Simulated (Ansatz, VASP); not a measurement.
## ZnSe: VASP beside Ansatz

```
Zn Se
1.0
     0.00000    2.80910    2.82127
     2.80910    0.00000    2.82127
     2.80910    2.80910    0.00000
Zn Se
1 1
Direct
  0.00000 0.00000 0.00000
  0.25000 0.25000 0.25000
```

Change from the starting cell: strained cell.

Alike in both runs: functional PBEsol; k mesh 8 × 8 × 8; occupations gaussian, width 0.02 eV; no spin polarisation.

Ansatz relaxed the structure, and its values are those at the end. VASP's run is a single point on that final structure, the one shown.

```csv
,VASP,Ansatz
version,VASP 6.6.1,Ansatz 0.2.0
potentials or method,"VASP PAW PBE potentials, release 64 (Zn, Se), cutoff 500 eV","scalar-relativistic, plane waves, PAW"
valence electrons in the cell,18,28
```

```tsv
	VASP	Ansatz	Ansatz less VASP
gap on the k mesh at the Fermi level (eV)	1.25	1.24	-0.008
least direct gap on the mesh (eV)	1.25	1.24	-0.008
pressure (GPa)	0.5	0.3	-0.26
```

VASP's potentials were made for PBE, not for PBEsol, and Ansatz warns of the same on its side. With one functional, cell and mesh, what is left measures potentials, basis and numerics. VASP's potentials hold 18 valence electrons a cell and Ansatz's 28, so a difference there can come from the potentials and not from the codes. Ansatz's warnings: stress scf threshold loose.
